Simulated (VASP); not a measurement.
# FeS2 (Pnnm) in VASP: a series of runs, part 2 of 3

VASP 6.6.1.

## (3) Single point, PBEsol

This run uses another cell than the first one, of 12.98 Å³/atom.

INCAR reads:

```
PREC = Accurate
ENCUT = 600
EDIFF = 1E-6
ISMEAR = -1
SIGMA = 0.02
LREAL = F
LASPH = T
NELM = 120
ALGO = Normal
ISIF = 2
LWAVE = F
LCHARG = T
GGA = PS
LELF = T
LVHAR = T
NBANDS = 29
GGA_COMPAT = F
```

KPOINTS reads:

```
Automatic mesh
0
Gamma
  6 4 8
```

POSCAR reads:

```
FeS2
1.0
    4.3675840126      0.0000000000      0.0000000000
    0.0000000000      5.3331119247      0.0000000000
    0.0000000000      0.0000000000      3.3444120236
Fe S
2 4
Direct
    0.5000000000      0.5000000000      0.5000000000
    0.0000000000      0.0000000000      0.0000000000
    0.2928814126      0.8744103111      0.5000000000
    0.7071185874      0.1255896889      0.5000000000
    0.2071185874      0.3744103111      0.0000000000
    0.7928814126      0.6255896889      0.0000000000
```

Potentials or basis: VASP PAW PBE potentials, release 64 (Fe, S).

Started as:

```console
$ cat potpaw_PBE.64/Fe/POTCAR potpaw_PBE.64/S/POTCAR > POTCAR
$ mpirun -np 1 vasp_std > vasp.out
```

OUTCAR:

```text
PREC = Accurate
   ENCUT = 600
   EDIFF = 1E-6
   ISMEAR = -1
   LREAL = F
   LASPH = T
   NELM = 120
   ISIF = 2
   GGA = PS

 ion  position               nearest neighbor table
   1  0.500  0.500  0.500-   3 2.19   4 2.19   5 2.21   6 2.21   5 2.21   6 2.21
   2  0.000  0.000  0.000-   5 2.19   6 2.19   3 2.21   4 2.21   3 2.21   4 2.21
   3  0.293  0.874  0.500-   1 2.19   2 2.21   2 2.21   4 2.25
   4  0.707  0.126  0.500-   1 2.19   2 2.21   2 2.21   3 2.25
   5  0.207  0.374  0.000-   2 2.19   1 2.21   1 2.21   6 2.25
   6  0.793  0.626  0.000-   2 2.19   1 2.21   1 2.21   5 2.25

  LATTYP: Found a simple orthorhombic cell.
 ALAT       =     3.3444120236
 B/A-ratio  =     1.3059347897
 C/A-ratio  =     1.5946336417

  Lattice vectors:

 A1 = (   0.0000000000,   0.0000000000,   3.3444120236)
 A2 = (   4.3675840126,   0.0000000000,   0.0000000000)
 A3 = (   0.0000000000,   5.3331119247,   0.0000000000)

Analysis of symmetry for initial positions (statically):
=====================================================================
 Subroutine PRICEL returns:
 Original cell was already a primitive cell.

 Routine SETGRP: Setting up the symmetry group for a
 simple orthorhombic supercell.

 Subroutine GETGRP returns: Found  8 space group operations
 (whereof  4 operations were pure point group operations)
 out of a pool of  8 trial point group operations.

The static configuration has the point symmetry C_2h.
 The point group associated with its full space group is D_2h.

Analysis of symmetry for dynamics (positions and initial velocities):
=====================================================================
 Subroutine PRICEL returns:
 Original cell was already a primitive cell.

 Routine SETGRP: Setting up the symmetry group for a
 simple orthorhombic supercell.

 Subroutine GETGRP returns: Found  8 space group operations
 (whereof  4 operations were pure point group operations)
 out of a pool of  8 trial point group operations.

The dynamic configuration has the point symmetry C_2h.
 The point group associated with its full space group is D_2h.

 Subroutine INISYM returns: Found  8 space group operations
 (whereof  4 operations are pure point group operations),
 and found     1 'primitive' translations

----------------------------------------------------------------------------------------

                                     Primitive cell

  volume of cell :      77.9008

  direct lattice vectors                    reciprocal lattice vectors
     4.367584013  0.000000000  0.000000000     0.228959534  0.000000000  0.000000000
     0.000000000  5.333111925  0.000000000     0.000000000  0.187507784  0.000000000
     0.000000000  0.000000000  3.344412024     0.000000000  0.000000000  0.299006221

  length of vectors
     4.367584013  5.333111925  3.344412024     0.228959534  0.187507784  0.299006221

  position of ions in fractional coordinates (direct lattice)
     0.500000000  0.500000000  0.500000000
     0.000000000  0.000000000  0.000000000
     0.292881413  0.874410311  0.500000000
     0.707118587  0.125589689  0.500000000
[... 35 lines left out ...]

 Found     60 irreducible k-points:

 Following reciprocal coordinates:
            Coordinates               Weight
  0.000000  0.000000  0.000000      1.000000
  0.166667  0.000000  0.000000      2.000000
  0.333333  0.000000  0.000000      2.000000
  0.500000  0.000000  0.000000      1.000000
  0.000000  0.250000  0.000000      2.000000
  0.166667  0.250000  0.000000      4.000000
[... 16 lines left out ...]
  0.333333  0.500000  0.125000      4.000000
  0.500000  0.500000  0.125000      2.000000
 [... further k-points ...]
   k-points           NKPTS =     60   k-points in BZ     NKDIM =     60   number of bands    NBANDS=     29
   number of dos      NEDOS =    301   number of ions     NIONS =      6
   total plane-waves  NPLWV =  48384
   dimension x,y,z NGX =    36 NGY =   48 NGZ =   28
   dimension x,y,z NGXF=    72 NGYF=   96 NGZF=   56
   ions per type =               2   4
   NGX,Y,Z   is equivalent  to a cutoff of  13.70, 14.96, 13.92 a.u.
   NGXF,Y,Z  is equivalent  to a cutoff of  27.41, 29.93, 27.84 a.u.
 SYSTEM =  unknown system
   PREC   = accura    normal or accurate (medium, high low for compatibility)
   ISTART =      0    job   : 0-new  1-cont  2-samecut
   ICHARG =      2    charge: 1-file 2-atom 10-const
   ISPIN  =      1    spin polarized calculation?
   LNONCOLLINEAR =      F non collinear calculations
   LSORBIT =      F    spin-orbit coupling
   LASPH  =      T    aspherical Exc in radial PAW
   ENCUT  =  600.0 eV  44.10 Ry    6.64 a.u.   8.72 10.65  6.68*2*pi/ulx,y,z
   NELM   =    120;   NELMIN=  2; NELMDL= -5     # of ELM steps
   EDIFF  = 0.1E-05   stopping-criterion for ELM
   LREAL  =      F    real-space projection
   EDIFFG = 0.1E-04   stopping-criterion for IOM
   NSW    =      0    number of steps for IOM
   IBRION =     -1    ionic relax: 0-MD 1-quasi-New 2-CG
   NFREE  =      0    steps in history (QN), initial steepest desc. (CG)
   ISIF   =      2    stress and relaxation
   ISYM   =      2    0-nonsym 1-usesym 2-fastsym
   POTIM  = 0.5000    time-step for ionic-motion
   TEBEG  =    0.0;   TEEND  =   0.0 temperature during run
   PSTRESS=    0.0 pullay stress
   NELECT =      40.0000    total number of electrons
   NUPDOWN=      -1.0000    fix difference up-down
   EMIN   =  10.00;   EMAX   =-10.00  energy-range for DOS
   EFERMI =   0.00;   METHOD = LEGACY
   ISMEAR =    -1;   SIGMA  =   0.02  broadening in eV -4-tet -1-fermi 0-gaus
   EFERMI_NEDOS =   21; number of points for ismear=-14 and -15
   IALGO  =     38    algorithm
   IMIX   =      4    mixing-type and parameters
     AMIX     =   0.40;   BMIX     =  1.00
     AMIX_MAG =   1.60;   BMIX_MAG =  1.00
  volume/ion in A,a.u.               =      12.98        87.62
  Fermi-wavevector in a.u.,A,eV,Ry     =   1.310934  2.477307 23.382274  1.718549
  Thomas-Fermi vector in A             =   2.441430
   LORBIT       =      0    0 simple, 1 ext, 2 COOP (PROOUT), +10 PAW based schemes
   GGA     = PS    functional components
   LHFCALC =     F    Hartree Fock is set to
   AEXX    =    0.0000 exact exchange contribution
   IVDW    =     0    specifies the selected vdW correction
   LEPSILON=     F    determine dielectric tensor
   LRPA    =     F    only Hartree local field effects (RPA)
 non-spin polarized calculation
  energy-cutoff  :      600.00
  volume of cell :       77.90
 maximum number of plane-waves:      2634
 NGX is ok and might be reduce to    36
   NGX = 17   NGY = 21   NGZ = 13

 number of electron      39.9999989 magnetization

 Free energy of the ion-electron system (eV)
  ---------------------------------------------------
  ext. energy  EPLUGINS =         0.00000000
  ---------------------------------------------------
  free energy    TOTEN  =       -39.56473367 eV

  energy without entropy =      -39.56473367  energy(sigma->0) =      -39.56473367

 E-fermi :   8.7026     XC(G=0): -12.1047

 val. band max:        8.2135123297   @ k =   0.1667   0.0000   0.2500
 cond. band min:       9.1473676272   @ k =   0.0000   0.5000   0.5000
 fundamental gap:      0.9338552975
 Fermi energy:         8.7025789529

 k-point     1 :       0.0000    0.0000    0.0000
  band No.  band energies     occupation
      1      -8.8205      2.00000
      2      -6.2142      2.00000
      3      -4.4330      2.00000
      4      -3.5734      2.00000
      5       0.2741      2.00000
      6       1.8625      2.00000
[... 757 lines left out ...]
     28      14.5446      0.00000
     29      16.1193      0.00000

 [... further k-points ...]

------------------------ aborting loop because EDIFF is reached ----------------------------------------

  FORCE on cell =-STRESS in cart. coord.  units (eV):
  Direction    XX          YY          ZZ          XY          YZ          ZX
  --------------------------------------------------------------------------------------
  -------------------------------------------------------------------------------------
  Total        0.2204345      0.2908058      0.2963157      0.0000000      0.0000000      0.0000000
  in kB        4.5336542      5.9809736      6.0942948      0.0000000      0.0000000      0.0000000
  external PRESSURE =       5.5363075 kB  Pullay stress =       0.0000000 kB

 VOLUME and BASIS-vectors are now :
 -----------------------------------------------------------------------------
  energy-cutoff  :      600.00
  volume of cell :       77.90
      direct lattice vectors                 reciprocal lattice vectors
     4.367584013  0.000000000  0.000000000     0.228959534  0.000000000  0.000000000
     0.000000000  5.333111925  0.000000000     0.000000000  0.187507784  0.000000000
     0.000000000  0.000000000  3.344412024     0.000000000  0.000000000  0.299006221

 POSITION                                       TOTAL-FORCE (eV/Angst)
 -----------------------------------------------------------------------------------
      2.18379      2.66656      1.67221         0.000000     -0.000000      0.000000
      0.00000      0.00000      0.00000         0.000000     -0.000000      0.000000
      1.27918      4.66333      1.67221         0.045646      0.026345      0.000000
      3.08840      0.66978      1.67221        -0.045646     -0.026345      0.000000
      0.90461      1.99677      0.00000        -0.045646      0.026345      0.000000
      3.46298      3.33634      0.00000         0.045646     -0.026345      0.000000
 -----------------------------------------------------------------------------------
    total drift:                               -0.000000      0.000000      0.000000

  FREE ENERGIE OF THE ION-ELECTRON SYSTEM (eV)
  ---------------------------------------------------
  free  energy   TOTEN  =       -39.5647336674 eV

  energy  without entropy=      -39.5647336674  energy(sigma->0) =      -39.56473367
```

stdout:

```text
POSCAR found type information on POSCAR FeS
 POSCAR found :  2 types and       6 ions
 scaLAPACK will be used
 -----------------------------------------------------------------------------
|                                                                             |
|                                                                             |
|     You enforced a specific xc type in the INCAR file but a different       |
|     I HOPE YOU KNOW WHAT YOU ARE DOING!                                     |
|                                                                             |
 -----------------------------------------------------------------------------

 LDA part: xc-table for (Slater+PW92), standard interpolation
 POSCAR, INCAR and KPOINTS ok, starting setup
 FFT: planning ... GRIDC
 FFT: planning ... GRID_SOFT
 FFT: planning ... GRID
 WAVECAR not read
 entering main loop
```

It took 3.6 min on 1 thread of Oxide Virtual Turin-like, shared host; peak memory 0.26 GiB.

What came out:

| Item | Value |
| --- | --- |
| Free energy | -39.5647 eV |
| Pressure | 0.6 GPa |
| Largest force | 0.053 eV/Å |
| Band gap on the k mesh | 0.93 eV (least direct gap 1.28 eV) |

Forces on the atoms (eV/Å):
```
Fe   0.000  0.000  0.000
Fe   0.000  0.000  0.000
S    0.046  0.026  0.000
S   -0.046 -0.026  0.000
S   -0.046  0.026  0.000
S    0.046 -0.026  0.000
```

Caveat: the PAW data sets were made with another functional, which shifts forces and pressure a little. Spin polarisation is off, so any magnetic state and its effect on volume and gap are missing.

(Continued in part 3 of 3.)
